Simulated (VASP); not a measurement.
# Pt (a cell with a defect) in VASP: notebook

The runs below take Pt (a cell with a defect) through single point, with PBE.

All numbers are computed with VASP 6.6.1; they aren't measurements. Logs are shortened: lines on timing, memory, paths and dates and some standing lists are left out, and cuts for length are marked.

**1. The cell of the first run**

The cell holds a defect, 7 atoms: a = 5.546 Å, b = 5.546 Å, c = 5.546 Å, α = 60.00°, β = 60.00°, γ = 60.00°.

**2. Single point, PBE**

File INCAR:

```
  PREC = Accurate
  ENCUT = 520
  EDIFF = 1E-6
  ISMEAR = 0
  SIGMA = 0.1
  LREAL = False
  LASPH = True
  NELM = 80
  ALGO = Normal
  ISIF = 2
  LWAVE = False
  LCHARG = True
  GGA = PE
  LELF = True
  LVHAR = True
  NBANDS = 44
```

File KPOINTS:

```
Automatic mesh
0
Gamma
  3 3 3
```

File POSCAR:

```
Pt
1.0
    0.0000000000      3.9218000000      3.9218000000
    3.9218000000      0.0000000000      3.9218000000
    3.9218000000      3.9218000000      0.0000000000
Pt
7
Direct
    0.0000000000      0.0000000000      0.3778514968
    0.0043074609      0.5216951400     -0.0145410271
   -0.0043074609      0.4783048600      0.5114615738
    0.5216951400      0.0043074609     -0.0145410271
    0.4783048600     -0.0043074609      0.5114615738
    0.5000000000      0.5000000000      0.0050979142
    0.5000000000      0.5000000000      0.4982092407
```

Potentials or basis: VASP PAW PBE potentials, release 64 (Pt).

Started as:

```console
cat potpaw_PBE.64/Pt/POTCAR > POTCAR
mpirun -np 1 vasp_std > vasp.out
```

OUTCAR:

```text
PREC = Accurate
   ENCUT = 520
   EDIFF = 1E-6
   ISMEAR = 0
   LREAL = False
   LASPH = True
   NELM = 80
   ISIF = 2
   GGA = PE

 ion  position               nearest neighbor table
   1  0.000  0.000  0.378-   4 2.61   2 2.61   3 2.61   5 2.61   7 2.85   7 2.85   2 3.08   4 3.08
                             3 3.08   5 3.08   6 3.46   6 3.46
   2  0.004  0.522  0.985-   1 2.61   4 2.68   7 2.73   6 2.75   3 2.78   3 2.78   6 2.81   7 2.82
                             4 2.87   1 3.08
   3  0.996  0.478  0.511-   1 2.61   5 2.68   7 2.73   6 2.75   2 2.78   2 2.78   6 2.81   7 2.82
                             5 2.87   1 3.08
   4  0.522  0.004  0.985-   1 2.61   2 2.68   7 2.73   6 2.75   5 2.78   5 2.78   6 2.81   7 2.82
                             2 2.87   1 3.08
   5  0.478  0.996  0.511-   1 2.61   3 2.68   7 2.73   6 2.75   4 2.78   4 2.78   6 2.81   7 2.82
                             3 2.87   1 3.08
   6  0.500  0.500  0.005-   7 2.73   4 2.75   2 2.75   5 2.75   3 2.75   4 2.81   2 2.81   5 2.81
                             3 2.81   7 2.81   1 3.46   1 3.46
   7  0.500  0.500  0.498-   2 2.73   3 2.73   4 2.73   5 2.73   6 2.73   6 2.81   2 2.82   4 2.82
                             5 2.82   3 2.82   1 2.85   1 2.85

  LATTYP: Found a face centered cubic cell.
 ALAT       =     7.8436000000

  Lattice vectors:

 A1 = (   0.0000000000,   3.9218000000,   3.9218000000)
 A2 = (   3.9218000000,   0.0000000000,   3.9218000000)
 A3 = (   3.9218000000,   3.9218000000,   0.0000000000)

Analysis of symmetry for initial positions (statically):
=====================================================================
 Subroutine PRICEL returns:
 Original cell was already a primitive cell.

 Routine SETGRP: Setting up the symmetry group for a
 face centered cubic supercell.

 Subroutine GETGRP returns: Found  4 space group operations
 (whereof  4 operations were pure point group operations)
 out of a pool of 48 trial point group operations.

The static configuration has the point symmetry C_2v.

Analysis of symmetry for dynamics (positions and initial velocities):
=====================================================================
 Subroutine PRICEL returns:
 Original cell was already a primitive cell.

 Routine SETGRP: Setting up the symmetry group for a
 face centered cubic supercell.

 Subroutine GETGRP returns: Found  4 space group operations
 (whereof  4 operations were pure point group operations)
 out of a pool of 48 trial point group operations.

The dynamic configuration has the point symmetry C_2v.

 Subroutine INISYM returns: Found  4 space group operations
 (whereof  4 operations are pure point group operations),
 and found     1 'primitive' translations

----------------------------------------------------------------------------------------

                                     Primitive cell

  volume of cell :     120.6386

  direct lattice vectors                    reciprocal lattice vectors
     0.000000000  3.921800000  3.921800000    -0.127492478  0.127492478  0.127492478
     3.921800000  0.000000000  3.921800000     0.127492478 -0.127492478  0.127492478
     3.921800000  3.921800000  0.000000000     0.127492478  0.127492478 -0.127492478

  length of vectors
     5.546262749  5.546262749  5.546262749     0.220823449  0.220823449  0.220823449

  position of ions in fractional coordinates (direct lattice)
     0.000000000  0.000000000  0.377851497
     0.004307461  0.521695140  0.985458973
     0.995692539  0.478304860  0.511461574
     0.521695140  0.004307461  0.985458973
     0.478304860  0.995692539  0.511461574
     0.500000000  0.500000000  0.005097914
     0.500000000  0.500000000  0.498209241

  ion indices of the primitive-cell ions
   primitive index   ion index
                 1           1
                 2           2
                 3           3
                 4           4
                 5           5
                 6           6
                 7           7

----------------------------------------------------------------------------------------

 KPOINTS: Automatic mesh

Automatic generation of k-mesh.
 Grid dimensions read from file:
 generate k-points for:    3    3    3

 Generating k-lattice:

  Cartesian coordinates                     Fractional coordinates (reciprocal lattice)
    -0.042497493  0.042497493  0.042497493     0.333333333  0.000000000  0.000000000
     0.042497493 -0.042497493  0.042497493     0.000000000  0.333333333  0.000000000
     0.042497493  0.042497493 -0.042497493     0.000000000  0.000000000  0.333333333

  Length of vectors
     0.073607816  0.073607816  0.073607816

  Shift w.r.t. Gamma in fractional coordinates (k-lattice)
     0.000000000  0.000000000  0.000000000

 Subroutine IBZKPT returns following result:
 ===========================================

 Found      8 irreducible k-points:

 Following reciprocal coordinates:
            Coordinates               Weight
  0.000000  0.000000  0.000000      1.000000
  0.333333  0.000000  0.000000      4.000000
  0.000000  0.000000  0.333333      4.000000
  0.333333  0.333333  0.000000      2.000000
  0.000000  0.333333  0.333333      4.000000
 -0.333333  0.333333  0.000000      2.000000
  0.000000 -0.333333  0.333333      8.000000
  0.333333  0.333333 -0.333333      2.000000
   k-points           NKPTS =      8   k-points in BZ     NKDIM =      8   number of bands    NBANDS=     44
   number of dos      NEDOS =    301   number of ions     NIONS =      7
   total plane-waves  NPLWV =  74088
   dimension x,y,z NGX =    42 NGY =   42 NGZ =   42
   dimension x,y,z NGXF=    84 NGYF=   84 NGZF=   84
   ions per type =               7
   NGX,Y,Z   is equivalent  to a cutoff of  12.59, 12.59, 12.59 a.u.
   NGXF,Y,Z  is equivalent  to a cutoff of  25.18, 25.18, 25.18 a.u.
 SYSTEM =  unknown system
   PREC   = accura    normal or accurate (medium, high low for compatibility)
   ISTART =      0    job   : 0-new  1-cont  2-samecut
   ICHARG =      2    charge: 1-file 2-atom 10-const
   ISPIN  =      1    spin polarized calculation?
   LNONCOLLINEAR =      F non collinear calculations
   LSORBIT =      F    spin-orbit coupling
   LASPH  =      T    aspherical Exc in radial PAW
   ENCUT  =  520.0 eV  38.22 Ry    6.18 a.u.  10.31 10.31 10.31*2*pi/ulx,y,z
   NELM   =     80;   NELMIN=  2; NELMDL= -5     # of ELM steps
   EDIFF  = 0.1E-05   stopping-criterion for ELM
   LREAL  =      F    real-space projection
   EDIFFG = 0.1E-04   stopping-criterion for IOM
   NSW    =      0    number of steps for IOM
   IBRION =     -1    ionic relax: 0-MD 1-quasi-New 2-CG
   NFREE  =      0    steps in history (QN), initial steepest desc. (CG)
   ISIF   =      2    stress and relaxation
   ISYM   =      2    0-nonsym 1-usesym 2-fastsym
   POTIM  = 0.5000    time-step for ionic-motion
   TEBEG  =    0.0;   TEEND  =   0.0 temperature during run
   PSTRESS=    0.0 pullay stress
   NELECT =      70.0000    total number of electrons
   NUPDOWN=      -1.0000    fix difference up-down
   EMIN   =  10.00;   EMAX   =-10.00  energy-range for DOS
   EFERMI =   0.00;   METHOD = LEGACY
   ISMEAR =     0;   SIGMA  =   0.10  broadening in eV -4-tet -1-fermi 0-gaus
   EFERMI_NEDOS =   21; number of points for ismear=-14 and -15
   IALGO  =     38    algorithm
   IMIX   =      4    mixing-type and parameters
     AMIX     =   0.40;   BMIX     =  1.00
     AMIX_MAG =   1.60;   BMIX_MAG =  1.00
  volume/ion in A,a.u.               =      17.23       116.30
  Fermi-wavevector in a.u.,A,eV,Ry     =   1.365459  2.580344 25.367776  1.864479
  Thomas-Fermi vector in A             =   2.491686
   LORBIT       =      0    0 simple, 1 ext, 2 COOP (PROOUT), +10 PAW based schemes
   GGA     = PE    functional components
   LHFCALC =     F    Hartree Fock is set to
   AEXX    =    0.0000 exact exchange contribution
   IVDW    =     0    specifies the selected vdW correction
   LEPSILON=     F    determine dielectric tensor
   LRPA    =     F    only Hartree local field effects (RPA)
 non-spin polarized calculation
 Gauss-broadening in eV      SIGMA  =   0.10
  energy-cutoff  :      520.00
  volume of cell :      120.64
 maximum number of plane-waves:      3287
 NGX is ok and might be reduce to    42
   NGX = 21   NGY = 21   NGZ = 21

 number of electron      70.0000003 magnetization

 Free energy of the ion-electron system (eV)
  ---------------------------------------------------
  ext. energy  EPLUGINS =         0.00000000
  ---------------------------------------------------
  free energy    TOTEN  =       -42.07522798 eV

  energy without entropy =      -42.02550434  energy(sigma->0) =      -42.05036616

 E-fermi :   8.7966     XC(G=0): -12.5521

 val. band max:        8.7612104674   @ k =   0.0000   0.0000   0.3333
 cond. band min:       8.7986872863   @ k =   0.3333   0.0000   0.0000
 fundamental gap:      0.0374768189
 Fermi energy:         8.7966372074

 k-point     1 :       0.0000    0.0000    0.0000
  band No.  band energies     occupation
      1      -0.3029      2.00000
      2       2.1077      2.00000
      3       2.1717      2.00000
      4       2.3444      2.00000
      5       2.4137      2.00000
      6       2.8820      2.00000
[... 36 lines left out ...]
     43      12.8415      0.00000
     44      14.1576      0.00000

 k-point     2 :       0.3333    0.0000    0.0000
  band No.  band energies     occupation
      1       0.6481      2.00000
      2       2.3450      2.00000
      3       2.6122      2.00000
      4       2.8296      2.00000
      5       2.8759      2.00000
      6       3.3610      2.00000
[... 36 lines left out ...]
     43      12.9989      0.00000
     44      14.9313      0.00000

 k-point     3 :       0.0000    0.0000    0.3333
  band No.  band energies     occupation
      1       0.6729      2.00000
      2       2.2068      2.00000
      3       2.7457      2.00000
      4       2.9294      2.00000
      5       2.9516      2.00000
      6       3.5140      2.00000
[... 224 lines left out ...]
     43      15.2183      0.00000
     44      15.4641      0.00000

 k-point     8 :       0.3333    0.3333   -0.3333
  band No.  band energies     occupation
      1       1.9590      2.00000
      2       2.4564      2.00000
      3       2.8864      2.00000
      4       3.5070      2.00000
      5       3.7775      2.00000
      6       3.9265      2.00000
[... 36 lines left out ...]
     43      14.8996      0.00000
     44      15.6973      0.00000

------------------------ aborting loop because EDIFF is reached ----------------------------------------

  FORCE on cell =-STRESS in cart. coord.  units (eV):
  Direction    XX          YY          ZZ          XY          YZ          ZX
  --------------------------------------------------------------------------------------
  -------------------------------------------------------------------------------------
  Total       -3.5412696     -3.5412696     -1.9274902     -1.0621578      0.0000000      0.0000000
  in kB      -47.0308954    -47.0308954    -25.5986134    -14.1063065      0.0000000      0.0000000
  external PRESSURE =     -39.8868014 kB  Pullay stress =       0.0000000 kB

 VOLUME and BASIS-vectors are now :
 -----------------------------------------------------------------------------
  energy-cutoff  :      520.00
  volume of cell :      120.64
      direct lattice vectors                 reciprocal lattice vectors
     0.000000000  3.921800000  3.921800000    -0.127492478  0.127492478  0.127492478
     3.921800000  0.000000000  3.921800000     0.127492478 -0.127492478  0.127492478
     3.921800000  3.921800000  0.000000000     0.127492478  0.127492478 -0.127492478

 POSITION                                       TOTAL-FORCE (eV/Angst)
 -----------------------------------------------------------------------------------
      1.48186      1.48186      0.00000         1.141690      1.141690      0.000000
      5.91076      3.88167      2.06288        -0.212374     -0.195917     -0.097196
      3.88167      5.91076      5.78072        -0.195917     -0.212374      0.097196
      3.88167      5.91076      2.06288        -0.195917     -0.212374     -0.097196
      5.91076      3.88167      5.78072        -0.212374     -0.195917      0.097196
      1.98089      1.98089      3.92180        -0.173544     -0.173544      0.000000
      3.91478      3.91478      3.92180        -0.151564     -0.151564     -0.000000
 -----------------------------------------------------------------------------------
    total drift:                                0.000035      0.000035      0.000000

  FREE ENERGIE OF THE ION-ELECTRON SYSTEM (eV)
  ---------------------------------------------------
  free  energy   TOTEN  =       -42.0752279796 eV

  energy  without entropy=      -42.0255043446  energy(sigma->0) =      -42.05036616
```

Wall time 2.4 min (1 thread of AMD EPYC 7R13, shared host); peak memory 0.22 GiB.

What came out:

| Quantity | Value |
| --- | --- |
| Free energy | -42.0752 eV |
| Pressure | -4.0 GPa |
| Largest force | 1.615 eV/Å |
| Band gap on the k mesh | zero (band 35 reaches 9.48 eV, above the bottom of band 36 at 8.60 eV) |

Forces on the atoms (eV/Å):
```
Pt   1.142  1.142  0.000
Pt  -0.212 -0.196 -0.097
Pt  -0.196 -0.212  0.097
Pt  -0.196 -0.212 -0.097
Pt  -0.212 -0.196  0.097
Pt  -0.174 -0.174  0.000
Pt  -0.152 -0.152  0.000
```

Levels at points of the mesh, in eV from the Fermi level:
```tsv
k point	band 33	band 34	band 35	band 36	band 37	band 38
(0.00, 0.00, 0.00)	0.53	0.59	0.68	0.69	0.92	1.17
```

Caveat: the k points lie up to 0.46 Å⁻¹ apart; spin-orbit coupling is left out, which moves the levels of the heavy elements.

**3. Single point, PBE**

File INCAR:

```
PREC     = Accurate       # precision mode
ENCUT    = 520            # plane-wave cutoff, eV
EDIFF    = 1E-6           # SCF threshold, eV
ISMEAR   = 0              # smearing method
SIGMA    = 0.1            # smearing width, eV
LREAL    = False          # projectors in reciprocal space
LASPH    = True           # aspherical terms in the spheres
NELM     = 100            # most SCF steps
ALGO     = Normal         # electronic algorithm
ISIF     = 2              # what is computed and relaxed
LWAVE    = False          # write WAVECAR
LCHARG   = True           # write CHGCAR
GGA      = PE             # functional
LELF     = True           # ELF
LVHAR    = True         
NBANDS   = 44             # bands
```

KPOINTS is that of step 2.

File POSCAR:

```
Pt
1.0
    0.0000000000      3.9218000000      3.9218000000
    3.9218000000      0.0000000000      3.9218000000
    3.9218000000      3.9218000000      0.0000000000
Pt
7
Direct
    0.0000000000      0.0000000000      0.1221485032
    0.0043074609      0.5216951400     -0.0114615738
   -0.0043074609      0.4783048600      0.5145410271
    0.5216951400      0.0043074609     -0.0114615738
    0.4783048600     -0.0043074609      0.5145410271
    0.5000000000      0.5000000000      0.0017907593
    0.5000000000      0.5000000000      0.4949020858
```

Potentials or basis: VASP PAW PBE potentials, release 64 (Pt).

Started as:

```console
cat potpaw_PBE.64/Pt/POTCAR > POTCAR
mpirun -np 1 vasp_std > vasp.out
```

Run time: 2.1 min. Hardware: 1 thread of AMD EPYC 7R13, shared host; peak memory 0.22 GiB.

It converged, with:

```yaml
Free_energy: -42.0752 eV
Pressure: -4.0 GPa
Largest_force: 1.615 eV/Å
Band_gap_on_the_k_mesh: zero (band 35 reaches 9.48 eV, above the bottom of band 36 at 8.60 eV)
```

Forces on the atoms (eV/Å):
```
Pt  -1.142 -1.142  0.000
Pt   0.196  0.212 -0.097
Pt   0.212  0.196  0.097
Pt   0.212  0.196 -0.097
Pt   0.196  0.212  0.097
Pt   0.152  0.152  0.000
Pt   0.174  0.174  0.000
```

Stress tensor (GPa, compression positive):
```
-4.70 -1.41  0.00
-1.41 -4.70  0.00
 0.00  0.00 -2.56
```

Levels at points of the mesh, in eV from the Fermi level:
```tsv
k point	band 31	band 32	band 33	band 34	band 35	band 36	band 37	band 38	band 39	band 40
(0.00, 0.00, 0.00)	0.43	0.50	0.53	0.59	0.68	0.69	0.92	1.17	1.23	1.66
```

Caveat: the k points lie up to 0.46 Å⁻¹ apart; spin-orbit coupling is left out, which moves the levels of the heavy elements.
